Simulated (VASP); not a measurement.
# Ba (Im-3m) in VASP: a series of runs

The runs below take Ba through single point, with LDA.

Program: VASP 6.6.1. These are calculated values, not measurements. Logs are shortened: lines on timing, memory, paths and dates and some standing lists are left out, and cuts for length are marked.

### 1 The cell of the first run

The structure is cubic, space group Im-3m (No. 229). The conventional cell has a = 5.079 Å, b = 5.079 Å, c = 5.079 Å, α = 90.00°, β = 90.00°, γ = 90.00°. Within 5.8 Å of Ba (site symmetry m-3m) lie 14 Ba at 4.40 to 5.08 Å.

### 2 Single point, LDA (volume scaled by 1.04)

INCAR

```
PREC = Accurate
ENCUT = 520
EDIFF = 1E-7
ISMEAR = -1
SIGMA = 0.05
LREAL = F
LASPH = T
NELM = 60
ALGO = Normal
ISIF = 2
LWAVE = F
LCHARG = F
NBANDS = 11
```

KPOINTS

```
Automatic mesh
0
Gamma
  8 8 8
```

POSCAR

```
Ba
1.0
   -2.5394840457      2.5394840457      2.5394840457
    2.5394840457     -2.5394840457      2.5394840457
    2.5394840457      2.5394840457     -2.5394840457
Ba
1
Direct
    0.0000000000      0.0000000000      0.0000000000
```

Potentials or basis: VASP PAW LDA potentials, release 64 (Ba_sv).

The run is started by

```bash
$ cat potpaw_LDA.64/Ba_sv/POTCAR > POTCAR
$ mpirun -np 1 vasp_std > vasp.out
```

OUTCAR:

```text
PREC = Accurate
   ENCUT = 520
   EDIFF = 1E-7
   ISMEAR = -1
   LREAL = F
   LASPH = T
   NELM = 60
   ISIF = 2

 ion  position               nearest neighbor table
   1  0.000  0.000  0.000-

  LATTYP: Found a body centered cubic cell.
 ALAT       =     5.0789680914

  Lattice vectors:

 A1 = (  -2.5394840457,   2.5394840457,   2.5394840457)
 A2 = (   2.5394840457,  -2.5394840457,   2.5394840457)
 A3 = (   2.5394840457,   2.5394840457,  -2.5394840457)

Analysis of symmetry for initial positions (statically):
=====================================================================
 Subroutine PRICEL returns:
 Original cell was already a primitive cell.

 Routine SETGRP: Setting up the symmetry group for a
 body centered cubic supercell.

 Subroutine GETGRP returns: Found 48 space group operations
 (whereof 48 operations were pure point group operations)
 out of a pool of 48 trial point group operations.

The static configuration has the point symmetry O_h .

Analysis of symmetry for dynamics (positions and initial velocities):
=====================================================================
 Subroutine PRICEL returns:
 Original cell was already a primitive cell.

 Routine SETGRP: Setting up the symmetry group for a
 body centered cubic supercell.

 Subroutine GETGRP returns: Found 48 space group operations
 (whereof 48 operations were pure point group operations)
 out of a pool of 48 trial point group operations.

The dynamic configuration has the point symmetry O_h .

 Subroutine INISYM returns: Found 48 space group operations
 (whereof 48 operations are pure point group operations),
 and found     1 'primitive' translations

----------------------------------------------------------------------------------------

                                     Primitive cell

  volume of cell :      65.5083

  direct lattice vectors                    reciprocal lattice vectors
    -2.539484046  2.539484046  2.539484046     0.000000000  0.196890388  0.196890388
     2.539484046 -2.539484046  2.539484046     0.196890388  0.000000000  0.196890388
     2.539484046  2.539484046 -2.539484046     0.196890388  0.196890388  0.000000000

  length of vectors
     4.398515392  4.398515392  4.398515392     0.278445058  0.278445058  0.278445058

  position of ions in fractional coordinates (direct lattice)
     0.000000000  0.000000000  0.000000000

  ion indices of the primitive-cell ions
   primitive index   ion index
[... 73 lines left out ...]
   EDIFF  = 0.1E-06   stopping-criterion for ELM
   LREAL  =      F    real-space projection
   EDIFFG = 0.1E-05   stopping-criterion for IOM
   NSW    =      0    number of steps for IOM
   IBRION =     -1    ionic relax: 0-MD 1-quasi-New 2-CG
   NFREE  =      0    steps in history (QN), initial steepest desc. (CG)
   ISIF   =      2    stress and relaxation
   ISYM   =      2    0-nonsym 1-usesym 2-fastsym
   POTIM  = 0.5000    time-step for ionic-motion
   TEBEG  =    0.0;   TEEND  =   0.0 temperature during run
   PSTRESS=    0.0 pullay stress
   NELECT =      10.0000    total number of electrons
   NUPDOWN=      -1.0000    fix difference up-down
   EMIN   =  10.00;   EMAX   =-10.00  energy-range for DOS
   EFERMI =   0.00;   METHOD = LEGACY
   ISMEAR =    -1;   SIGMA  =   0.05  broadening in eV -4-tet -1-fermi 0-gaus
   EFERMI_NEDOS =   21; number of points for ismear=-14 and -15
   IALGO  =     38    algorithm
   IMIX   =      4    mixing-type and parameters
     AMIX     =   0.40;   BMIX     =  1.00
     AMIX_MAG =   1.60;   BMIX_MAG =  1.00
  volume/ion in A,a.u.               =      65.51       442.07
  Fermi-wavevector in a.u.,A,eV,Ry     =   0.874935  1.653388 10.415424  0.765512
  Thomas-Fermi vector in A             =   1.994536
   LORBIT       =      0    0 simple, 1 ext, 2 COOP (PROOUT), +10 PAW based schemes
   GGA     = CA    functional components
   LHFCALC =     F    Hartree Fock is set to
   AEXX    =    0.0000 exact exchange contribution
   IVDW    =     0    specifies the selected vdW correction
   LEPSILON=     F    determine dielectric tensor
   LRPA    =     F    only Hartree local field effects (RPA)
 non-spin polarized calculation
  energy-cutoff  :      520.00
  volume of cell :       65.51
 maximum number of plane-waves:      1830
 NGX is ok and might be reduce to    36
   NGX = 17   NGY = 17   NGZ = 17

 number of electron      10.0000000 magnetization

 Free energy of the ion-electron system (eV)
  ---------------------------------------------------
  ext. energy  EPLUGINS =         0.00000000
  ---------------------------------------------------
  free energy    TOTEN  =        -2.19821938 eV

  energy without entropy =       -2.18926128  energy(sigma->0) =       -2.19374033

 E-fermi :   1.3007     XC(G=0):  -7.4901

 val. band max:        1.2618386931   @ k =  -0.3750   0.5000   0.2500
 cond. band min:       1.3880442218   @ k =   0.2500   0.2500   0.1250
 fundamental gap:      0.1262055287
 Fermi energy:         1.3006881647

 k-point     1 :       0.0000    0.0000    0.0000
  band No.  band energies     occupation
      1     -27.5856      2.00000
      2     -12.5677      2.00000
      3     -12.5677      2.00000
      4     -12.5677      2.00000
      5      -1.4286      2.00000
      6       3.0106      0.00000
      7       3.0106      0.00000
      8       3.0106      0.00000
      9       4.4095      0.00000
     10       4.4095      0.00000
     11       8.1753      0.00000
[... 309 lines left out ...]
 k-point    24 :      -0.3750    0.3750    0.2500
  band No.  band energies     occupation
      1     -27.5394      2.00000
      2     -12.8765      2.00000
      3     -12.7604      2.00000
      4     -12.7217      2.00000
      5       0.9514      1.99815
      6       1.5616      0.01077
      7       3.0789      0.00000
      8       3.2959      0.00000
      9       4.6527      0.00000
     10       5.0622      0.00000
     11       8.1335      0.00000

 [... further k-points ...]
[... 5 lines left out ...]
  --------------------------------------------------------------------------------------
  -------------------------------------------------------------------------------------
  Total       -0.6326238     -0.6326238     -0.6326238      0.0000000      0.0000000     -0.0000000
  in kB      -15.4724693    -15.4724693    -15.4724693      0.0000000      0.0000000     -0.0000000
  external PRESSURE =     -15.4724693 kB  Pullay stress =       0.0000000 kB

 VOLUME and BASIS-vectors are now :
 -----------------------------------------------------------------------------
  energy-cutoff  :      520.00
  volume of cell :       65.51
      direct lattice vectors                 reciprocal lattice vectors
    -2.539484046  2.539484046  2.539484046     0.000000000  0.196890388  0.196890388
     2.539484046 -2.539484046  2.539484046     0.196890388  0.000000000  0.196890388
     2.539484046  2.539484046 -2.539484046     0.196890388  0.196890388  0.000000000

 POSITION                                       TOTAL-FORCE (eV/Angst)
 -----------------------------------------------------------------------------------
      0.00000      0.00000      0.00000        -0.000000     -0.000000     -0.000000
 -----------------------------------------------------------------------------------
    total drift:                               -0.000000      0.000000      0.000000

  FREE ENERGIE OF THE ION-ELECTRON SYSTEM (eV)
  ---------------------------------------------------
  free  energy   TOTEN  =        -2.1982193829 eV

  energy  without entropy=       -2.1892612807  energy(sigma->0) =       -2.19374033
```

OSZICAR:

```text
N       E                     dE             d eps       ncg     rms          rms(c)
DAV:   1     0.540997767076E+02    0.54100E+02   -0.42071E+03   638   0.743E+02
DAV:   2     0.830073737362E+00   -0.53270E+02   -0.51544E+02   751   0.134E+02
DAV:   3    -0.208413277386E+01   -0.29142E+01   -0.28935E+01   796   0.332E+01
DAV:   4    -0.219968538361E+01   -0.11555E+00   -0.11528E+00   852   0.587E+00
DAV:   5    -0.220278770682E+01   -0.31023E-02   -0.31022E-02   877   0.793E-01    0.162E+00
DAV:   6    -0.219979371937E+01    0.29940E-02   -0.43731E-03   771   0.546E-01    0.951E-01
DAV:   7    -0.219814475925E+01    0.16490E-02   -0.57042E-03   777   0.679E-01    0.429E-02
DAV:   8    -0.219821872825E+01   -0.73969E-04   -0.31948E-04   999   0.102E-01    0.262E-02
DAV:   9    -0.219821963569E+01   -0.90744E-06   -0.43060E-06   773   0.194E-02    0.633E-03
DAV:  10    -0.219821935373E+01    0.28196E-06   -0.38974E-06   934   0.120E-02    0.117E-03
DAV:  11    -0.219821938287E+01   -0.29137E-07   -0.54741E-08   563   0.154E-03
   1 F= -.21982194E+01 E0= -.21937403E+01  d E =-.895810E-02
```

It took 16 s on 1 thread of Intel Xeon 6975P-C, shared host; peak memory 0.18 GiB.

Results:

* Free energy: -2.1982 eV
* Pressure: -1.5 GPa
* Band gap on the k mesh: zero (band 5 reaches 1.79 eV, above the bottom of band 6 at 0.82 eV)

Caveat: spin-orbit coupling is left out, which moves the levels of the heavy elements.

### 3 Single point, LDA (volume scaled by 1.06)

INCAR

```
SYSTEM = Ba
PREC     = Accurate       ! precision mode
ENCUT    = 520            ! plane-wave cutoff, eV
EDIFF    = 1E-6           ! SCF threshold, eV
ISMEAR   = -1             ! smearing method
SIGMA    = 0.05           ! smearing width, eV
LREAL    = .False.        ! projectors in reciprocal space
LASPH    = .True.         ! aspherical terms in the spheres
NELM     = 100            ! most SCF steps
ALGO     = Fast           ! electronic algorithm
ISIF     = 2              ! what is computed and relaxed
LWAVE    = .False.        ! write WAVECAR
LCHARG   = .False.        ! write CHGCAR
NBANDS   = 11             ! bands
```

KPOINTS

```
regular mesh
0
Gamma
  8 8 8
  0 0 0
```

POSCAR

```
Ba
1.0
   -2.5556595394      2.5556595394      2.5556595394
    2.5556595394     -2.5556595394      2.5556595394
    2.5556595394      2.5556595394     -2.5556595394
Ba
1
Direct
    0.0000000000      0.0000000000      0.0000000000
```

Potentials or basis: VASP PAW LDA potentials, release 64 (Ba_sv).

The run is started by

```bash
$ cat potpaw_LDA.64/Ba_sv/POTCAR > POTCAR
$ mpirun -np 1 vasp_std > vasp.out
```

OUTCAR:

```text
SYSTEM = Ba
   PREC = Accurate
   ENCUT = 520
   EDIFF = 1E-6
   ISMEAR = -1
   LREAL = .False.
   LASPH = .True.
   NELM = 100
   ISIF = 2

 ion  position               nearest neighbor table
   1  0.000  0.000  0.000-

  LATTYP: Found a body centered cubic cell.
 ALAT       =     5.1113190788

  Lattice vectors:

 A1 = (  -2.5556595394,   2.5556595394,   2.5556595394)
 A2 = (   2.5556595394,  -2.5556595394,   2.5556595394)
 A3 = (   2.5556595394,   2.5556595394,  -2.5556595394)

Analysis of symmetry for initial positions (statically):
=====================================================================
 Subroutine PRICEL returns:
 Original cell was already a primitive cell.

 Routine SETGRP: Setting up the symmetry group for a
 body centered cubic supercell.

 Subroutine GETGRP returns: Found 48 space group operations
 (whereof 48 operations were pure point group operations)
 out of a pool of 48 trial point group operations.

The static configuration has the point symmetry O_h .

Analysis of symmetry for dynamics (positions and initial velocities):
[... 162 lines left out ...]
 val. band max:        1.2148342936   @ k =  -0.3750   0.5000   0.2500
 cond. band min:       1.3191518396   @ k =   0.2500   0.2500   0.1250
 fundamental gap:      0.1043175460
 Fermi energy:         1.2448507767

 k-point     1 :       0.0000    0.0000    0.0000
  band No.  band energies     occupation
      1     -27.6795      2.00000
      2     -12.6704      2.00000
      3     -12.6704      2.00000
      4     -12.6704      2.00000
      5      -1.4762      2.00000
      6       2.9294      0.00000
      7       2.9294      0.00000
      8       2.9294      0.00000
      9       4.3022      0.00000
     10       4.3022      0.00000
     11       8.0627      0.00000
[... 309 lines left out ...]
 k-point    24 :      -0.3750    0.3750    0.2500
  band No.  band energies     occupation
      1     -27.6370      2.00000
      2     -12.9605      2.00000
      3     -12.8519      2.00000
      4     -12.8153      2.00000
      5       0.8821      1.99859
      6       1.5101      0.00987
      7       2.9924      0.00000
      8       3.2033      0.00000
      9       4.5234      0.00000
     10       4.9365      0.00000
     11       7.9384      0.00000

 [... further k-points ...]
[... 5 lines left out ...]
  --------------------------------------------------------------------------------------
  -------------------------------------------------------------------------------------
  Total       -0.6848676     -0.6848676     -0.6848676     -0.0000000      0.0000000     -0.0000000
  in kB      -16.4341872    -16.4341872    -16.4341872     -0.0000000      0.0000000     -0.0000000
  external PRESSURE =     -16.4341872 kB  Pullay stress =       0.0000000 kB

 VOLUME and BASIS-vectors are now :
 -----------------------------------------------------------------------------
  energy-cutoff  :      520.00
  volume of cell :       66.77
      direct lattice vectors                 reciprocal lattice vectors
    -2.555659539  2.555659539  2.555659539     0.000000000  0.195644213  0.195644213
     2.555659539 -2.555659539  2.555659539     0.195644213  0.000000000  0.195644213
     2.555659539  2.555659539 -2.555659539     0.195644213  0.195644213  0.000000000

 POSITION                                       TOTAL-FORCE (eV/Angst)
 -----------------------------------------------------------------------------------
      0.00000      0.00000      0.00000        -0.000000      0.000000     -0.000000
 -----------------------------------------------------------------------------------
    total drift:                               -0.000000      0.000000      0.000000

  FREE ENERGIE OF THE ION-ELECTRON SYSTEM (eV)
  ---------------------------------------------------
  free  energy   TOTEN  =        -2.1856609171 eV

  energy  without entropy=       -2.1762815944  energy(sigma->0) =       -2.18097126
```

Run time: 20 s. Hardware: 1 thread of Intel Xeon 6975P-C, shared host; peak memory 0.17 GiB.

What came out:

- Free energy: -2.1857 eV
- Pressure: -1.6 GPa
- Band gap on the k mesh: zero (band 5 reaches 1.72 eV, above the bottom of band 6 at 0.79 eV)

Levels at points of the mesh, in eV from the Fermi level:
| k point | band 2 | band 3 | band 4 | band 5 | band 6 | band 7 | band 8 | band 9 |
| --- | --- | --- | --- | --- | --- | --- | --- | --- |
| (0.00, 0.00, 0.00) | -13.92 | -13.92 | -13.92 | -2.72 | 1.68 | 1.68 | 1.68 | 3.06 |
| (0.50, 0.00, 0.00) | -14.30 | -14.04 | -13.92 | -0.88 | 0.64 | 1.16 | 2.97 | 3.53 |
| (0.50, 0.50, 0.50) | -14.19 | -14.19 | -14.19 | -0.46 | -0.46 | 4.09 | 4.09 | 4.09 |

Caveat: spin-orbit coupling is left out, which moves the levels of the heavy elements.
